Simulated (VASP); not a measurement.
# AlCu3 (Fm-3m) in VASP: further runs

AlCu3 is run at these levels: PBEsol; tasks: vibrations by perturbation theory.

Everything below comes from runs of VASP 6.6.1. Logs are shortened: lines on timing, memory, paths and dates and some standing lists are left out, and cuts for length are marked.

### Step 1. The cell of the first run

It takes space group Fm-3m (No. 225, cubic). Conventional cell: a = 5.729 Å, b = 5.729 Å, c = 5.729 Å, α = 90.00°, β = 90.00°, γ = 90.00°. Al (site symmetry m-3m) has 14 Cu at 2.48 to 2.86 Å within 3.3 Å. Cu (site symmetry m-3m) has 8 Cu at 2.48 Å and 6 Al at 2.86 Å within 3.3 Å. Within 3.3 Å of Cu (site symmetry -43m) lie 4 Al at 2.48 Å and 10 Cu at 2.48 to 2.86 Å.

### Step 2. Vibrations by perturbation theory, PBEsol (phonons at volume x 0.98)

The input, INCAR:

```
SYSTEM = AlCu3
ALGO     = Normal         ! electronic algorithm
EDIFF    = 1E-8           ! SCF threshold, eV
ENCUT    = 520            ! plane-wave cutoff, eV
GGA      = PS             ! functional
IBRION   = 8              ! ionic algorithm
ISIF     = 2              ! what is computed and relaxed
ISMEAR   = -1             ! smearing method
LASPH    = .TRUE.         ! aspherical terms in the spheres
LCHARG   = .TRUE.         ! write CHGCAR
LREAL    = .FALSE.        ! projectors in reciprocal space
LWAVE    = .FALSE.        ! write WAVECAR
NBANDS   = 26             ! bands
NELM     = 60             ! most SCF steps
NSW      = 1              ! ionic steps
PREC     = Accurate       ! precision mode
SIGMA    = 0.15           ! smearing width, eV
```

The input, KPOINTS:

```
k-points
0
G
  12 12 12
  0 0 0
```

The input, POSCAR:

```
AlCu3
1.0
    0.0000000000      2.8647053748      2.8647053748
    2.8647053748      0.0000000000      2.8647053748
    2.8647053748      2.8647053748      0.0000000000
Al Cu
1 3
Direct
    0.0000000000      0.0000000000      0.0000000000
    0.5000000000      0.5000000000      0.5000000000
    0.2500000000      0.2500000000      0.2500000000
    0.7500000000      0.7500000000      0.7500000000
```

Potentials or basis: VASP PAW PBE potentials, release 64 (Al, Cu).

Launch:

```sh
> cat potpaw_PBE.64/Al/POTCAR potpaw_PBE.64/Cu/POTCAR > POTCAR
> mpirun -np 1 vasp_std > vasp.out
```

OUTCAR:

```text
SYSTEM = AlCu3
   EDIFF = 1E-8
   ENCUT = 520
   GGA = PS
   IBRION = 8
   ISIF = 2
   ISMEAR = -1
   LASPH = .TRUE.
   LREAL = .FALSE.
   NELM = 60
   NSW = 1
   PREC = Accurate

 ion  position               nearest neighbor table
   1  0.000  0.000  0.000-   4 2.48   4 2.48   4 2.48   3 2.48   4 2.48   3 2.48   3 2.48   3 2.48
                             2 2.86   2 2.86   2 2.86   2 2.86   2 2.86   2 2.86
   2  0.500  0.500  0.500-   3 2.48   3 2.48   3 2.48   3 2.48   4 2.48   4 2.48   4 2.48   4 2.48
                             1 2.86   1 2.86   1 2.86   1 2.86   1 2.86   1 2.86
   3  0.250  0.250  0.250-   1 2.48   1 2.48   1 2.48   1 2.48   2 2.48   2 2.48   2 2.48   2 2.48

   4  0.750  0.750  0.750-   2 2.48   2 2.48   2 2.48   1 2.48   2 2.48   1 2.48   1 2.48   1 2.48

  LATTYP: Found a face centered cubic cell.
 ALAT       =     5.7294107496

  Lattice vectors:

 A1 = (   0.0000000000,   2.8647053748,   2.8647053748)
 A2 = (   2.8647053748,   0.0000000000,   2.8647053748)
 A3 = (   2.8647053748,   2.8647053748,   0.0000000000)

Analysis of symmetry for initial positions (statically):
=====================================================================
 Subroutine PRICEL returns:
 Original cell was already a primitive cell.

 Routine SETGRP: Setting up the symmetry group for a
 face centered cubic supercell.

 Subroutine GETGRP returns: Found 48 space group operations
 (whereof 48 operations were pure point group operations)
 out of a pool of 48 trial point group operations.

The static configuration has the point symmetry O_h .

Analysis of symmetry for dynamics (positions and initial velocities):
=====================================================================
 Subroutine PRICEL returns:
 Original cell was already a primitive cell.

 Routine SETGRP: Setting up the symmetry group for a
 face centered cubic supercell.

 Subroutine GETGRP returns: Found 48 space group operations
 (whereof 48 operations were pure point group operations)
 out of a pool of 48 trial point group operations.

The dynamic configuration has the point symmetry O_h .

 Subroutine INISYM returns: Found 48 space group operations
 (whereof 48 operations are pure point group operations),
 and found     1 'primitive' translations

----------------------------------------------------------------------------------------

                                     Primitive cell

  volume of cell :      47.0186

  direct lattice vectors                    reciprocal lattice vectors
     0.000000000  2.864705375  2.864705375    -0.174538019  0.174538019  0.174538019
     2.864705375  0.000000000  2.864705375     0.174538019 -0.174538019  0.174538019
     2.864705375  2.864705375  0.000000000     0.174538019  0.174538019 -0.174538019

  length of vectors
     4.051305193  4.051305193  4.051305193     0.302308716  0.302308716  0.302308716

  position of ions in fractional coordinates (direct lattice)
     0.000000000  0.000000000  0.000000000
     0.500000000  0.500000000  0.500000000
     0.250000000  0.250000000  0.250000000
     0.750000000  0.750000000  0.750000000

  ion indices of the primitive-cell ions
   primitive index   ion index
                 1           1
                 2           2
                 3           3
                 4           4

[... 110 lines left out ...]
 number of electron      36.0000008 magnetization

 Free energy of the ion-electron system (eV)
  ---------------------------------------------------
  ext. energy  EPLUGINS =         0.00000000
  ---------------------------------------------------
  free energy    TOTEN  =       -17.75364576 eV

  energy without entropy =      -17.67812716  energy(sigma->0) =      -17.71588646

 E-fermi :   8.8876     XC(G=0): -12.6027

 val. band max:        8.8373759227   @ k =  -0.1667   0.1667   0.0000
 cond. band min:       8.9130513045   @ k =  -0.2500   0.3333   0.0833
 fundamental gap:      0.0756753818
 Fermi energy:         8.8876146678

 k-point     1 :       0.0000    0.0000    0.0000
  band No.  band energies     occupation
      1      -1.9650      2.00000
      2       3.9929      2.00000
      3       3.9929      2.00000
      4       4.0914      2.00000
      5       4.0914      2.00000
      6       4.0914      2.00000
[... 685 lines left out ...]
     25      18.1206      0.00000
     26      19.4208      0.00000

 [... further k-points ...]
[... 5 lines left out ...]
  --------------------------------------------------------------------------------------
  -------------------------------------------------------------------------------------
  Total        1.0955338      1.0955338      1.0955338      0.0000000     -0.0000000      0.0000000
  in kB       37.3307287     37.3307287     37.3307287      0.0000000     -0.0000000      0.0000000
  external PRESSURE =      37.3307287 kB  Pullay stress =       0.0000000 kB

 VOLUME and BASIS-vectors are now :
 -----------------------------------------------------------------------------
  energy-cutoff  :      520.00
  volume of cell :       47.02
      direct lattice vectors                 reciprocal lattice vectors
     0.000000000  2.864705375  2.864705375    -0.174538019  0.174538019  0.174538019
     2.864705375  0.000000000  2.864705375     0.174538019 -0.174538019  0.174538019
     2.864705375  2.864705375  0.000000000     0.174538019  0.174538019 -0.174538019

 POSITION                                       TOTAL-FORCE (eV/Angst)
 -----------------------------------------------------------------------------------
      0.00000      0.00000      0.00000        -0.000000     -0.000000     -0.000000
      2.86471      2.86471      2.86471        -0.000000     -0.000000     -0.000000
      1.43235      1.43235      1.43235        -0.000000      0.000000      0.000000
      4.29706      4.29706      4.29706         0.000000      0.000000     -0.000000
 -----------------------------------------------------------------------------------
    total drift:                                0.000000     -0.000000      0.000000

  FREE ENERGIE OF THE ION-ELECTRON SYSTEM (eV)
  ---------------------------------------------------
  free  energy   TOTEN  =       -17.7536457550 eV

  energy  without entropy=      -17.6781271550  energy(sigma->0) =      -17.71588646

[... ionic steps 2 to 9 ...]

--------------------------------------- Ionic step       10  -------------------------------------------

 Free energy of the ion-electron system (eV)
  ---------------------------------------------------
  ---------------------------------------------------
  free energy    TOTEN  =        -0.24274012 eV

  energy without entropy =       -0.24274012

------------------------ aborting loop because EDIFF is reached ----------------------------------------

 INTERNAL STRAIN TENSOR  FOR ION    3  DIRECTION 1   (eV/Angst):
 -----------------------------------------------------------------------------
    -0.00390  0.00000  0.00000
     0.00000  0.00423  0.08176
     0.00000  0.08176  0.00423

 INTERNAL STRAIN TENSOR FOR ION    4 for displacements in x,y,z  (eV/Angst):
          X           Y           Z          XY          YZ          ZX
  --------------------------------------------------------------------------------
  x     0.00000     0.00000     0.00000     0.00000    -0.08176     0.00000
  y     0.00000     0.00000     0.00000     0.00000     0.00000    -0.08176
  z     0.00000     0.00000     0.00000    -0.08176     0.00000     0.00000

 SECOND DERIVATIVES (NOT SYMMETRIZED)
 ------------------------------------
               1X          1Y          1Z          2X          2Y          2Z          3X          3Y          3Z          4X          4Y          4Z
  1X    -7.892329    0.000000    0.000000    0.695937    0.000000    0.000000    3.598196    0.000000    0.000000    3.598196    0.000000    0.000000
  1Y     0.000000   -7.892329    0.000000    0.000000    0.695937    0.000000    0.000000    3.598196    0.000000    0.000000    3.598196    0.000000
  1Z     0.000000    0.000000   -7.892329    0.000000    0.000000    0.695937    0.000000    0.000000    3.598196    0.000000    0.000000    3.598196
  2X     0.697406    0.000000    0.000000   -6.967709    0.000000    0.000000    3.135152    0.000000    0.000000    3.135152    0.000000    0.000000
  2Y     0.000000    0.697406    0.000000    0.000000   -6.967709    0.000000    0.000000    3.135152    0.000000    0.000000    3.135152    0.000000
  2Z     0.000000    0.000000    0.697406    0.000000    0.000000   -6.967709    0.000000    0.000000    3.135152    0.000000    0.000000    3.135152
  3X     3.599649    0.000000    0.000000    3.137562    0.000000    0.000000   -6.809199    0.000000    0.000000    0.071988    0.000000    0.000000
  3Y     0.000000    3.599649    0.000000    0.000000    3.137562    0.000000    0.000000   -6.809199    0.000000    0.000000    0.071988    0.000000
  3Z     0.000000    0.000000    3.599649    0.000000    0.000000    3.137562    0.000000    0.000000   -6.809199    0.000000    0.000000    0.071988
  4X     3.599649    0.000000    0.000000    3.137562    0.000000    0.000000    0.071988    0.000000    0.000000   -6.809199    0.000000    0.000000
  4Y     0.000000    3.599649    0.000000    0.000000    3.137562    0.000000    0.000000    0.071988    0.000000    0.000000   -6.809199    0.000000
  4Z     0.000000    0.000000    3.599649    0.000000    0.000000    3.137562    0.000000    0.000000    0.071988    0.000000    0.000000   -6.809199

 Eigenvectors and eigenvalues of the dynamical matrix
 ----------------------------------------------------

   1 f  =    9.310226 THz    58.497874 2PiTHz  310.555704 cm-1    38.503983 meV
             X         Y         Z           dx          dy          dz
      0.000000  0.000000  0.000000    -0.186444    0.866554    0.000000
      2.864705  2.864705  2.864705    -0.014623    0.067966    0.000000
      1.432353  1.432353  1.432353     0.068076   -0.316403   -0.000000
      4.297058  4.297058  4.297058     0.068076   -0.316403   -0.000000
[... 71 lines left out ...]
  12 f/i=    0.001117 THz     0.007020 2PiTHz    0.037268 cm-1     0.004621 meV
             X         Y         Z           dx          dy          dz
      0.000000  0.000000  0.000000    -0.131159    0.326706   -0.009446
      2.864705  2.864705  2.864705    -0.201279    0.501371   -0.014496
      1.432353  1.432353  1.432353    -0.201225    0.501235   -0.014492
      4.297058  4.297058  4.297058    -0.201225    0.501235   -0.014492

--------------------------------------------------------------------------------------------------------

 ELASTIC MODULI CONTR FROM IONIC RELAXATION (kBar)
 Direction    XX          YY          ZZ          XY          YZ          ZX
 --------------------------------------------------------------------------------
 XX           0.0000      0.0000      0.0000      0.0000      0.0000      0.0000
 YY           0.0000      0.0000      0.0000      0.0000      0.0000      0.0000
 ZZ           0.0000      0.0000      0.0000      0.0000      0.0000      0.0000
 XY           0.0000      0.0000      0.0000     -0.0662      0.0000     -0.0000
 YZ           0.0000      0.0000      0.0000      0.0000     -0.0662      0.0000
 ZX           0.0000      0.0000      0.0000     -0.0000      0.0000     -0.0662
 --------------------------------------------------------------------------------
```

Run time: 9.7 min. Hardware: 1 thread of Intel Xeon 6975P-C (Granite Rapids), shared host; peak memory 0.72 GiB.

What came out:

```
Highest phonon frequency at Γ, LO-TO splitting left out : 311 cm⁻¹
```

Phonon frequencies in cm⁻¹ (negative: imaginary):
```tsv
q point	frequencies
(0.000, 0.000, 0.000)	0 0 0 172 172 172 204 204 204 311 311 311
```

Caveat: the cell differs from its parent crystal (phonons at volume x 0.98); the cell wasn't relaxed at this level first, which shifts response properties; the PAW data sets were made with another functional, which shifts forces and pressure a little.

(Part 1 of 2 ends here.)
